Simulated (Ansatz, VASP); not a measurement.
**Two plane-wave programs on Rb**

INCAR

```
SYSTEM = Rb
  PREC = Accurate
  ENCUT = 520
  EDIFF = 1E-6
  ISMEAR = 0
  SIGMA = 0.1
  LREAL = .False.
  LASPH = .True.
  NELM = 80
  ALGO = Normal
  ISIF = 2
  LWAVE = .False.
  LCHARG = .False.
  GGA = PS
  NBANDS = 10
```

File KPOINTS:

```
regular mesh
0
Gamma
  10 10 10
  0 0 0
```

POSCAR

```
Rb
1.0
   -2.8407423182      2.8407423182      2.8407423182
    2.8407423182     -2.8407423182      2.8407423182
    2.8407423182      2.8407423182     -2.8407423182
Rb
1
Direct
    0.0000000000      0.0000000000      0.0000000000
```

Input for Ansatz:

```yaml
crystal:
  lattice:
    - [-2.8407423182, 2.8407423182, 2.8407423182]
    - [2.8407423182, -2.8407423182, 2.8407423182]
    - [2.8407423182, 2.8407423182, -2.8407423182]
  atoms:
    - { symbol: Rb, position: [0.0, 0.0, 0.0] }
basis:
  ecutwfc: 420
kpoints:
  mp_grid: { grid: [10, 10, 10] }
hamiltonian:
  xc: pbesol
  pseudopotentials: { kind: paw }
scf:
  occupations: { method: gaussian, width: 0.1 }
output:
  forces: true
  stress: true
  eigenvalues: true
```

Alike in both runs: task single point; functional PBEsol; k mesh 10 × 10 × 10; occupations gaussian, width 0.1 eV; no spin polarisation.

|  | VASP | Ansatz |
| --- | --- | --- |
| version | VASP 6.6.1 | Ansatz 0.2.0 |
| potentials or method | VASP PAW PBE potentials, release 64 (Rb_sv), cutoff 520 eV | scalar-relativistic, plane waves, PAW |
| valence electrons in the cell | 9 | 9 |

|  | VASP | Ansatz | Ansatz less VASP |
| --- | --- | --- | --- |
| gap on the k mesh at the Fermi level (eV) | none | none | - |
| pressure (GPa) | -0.2 | -0.2 | 0.00 |

VASP's potentials were made for PBE, not for PBEsol. A gap of «none» marks a metal or a gap that the smearing closes.
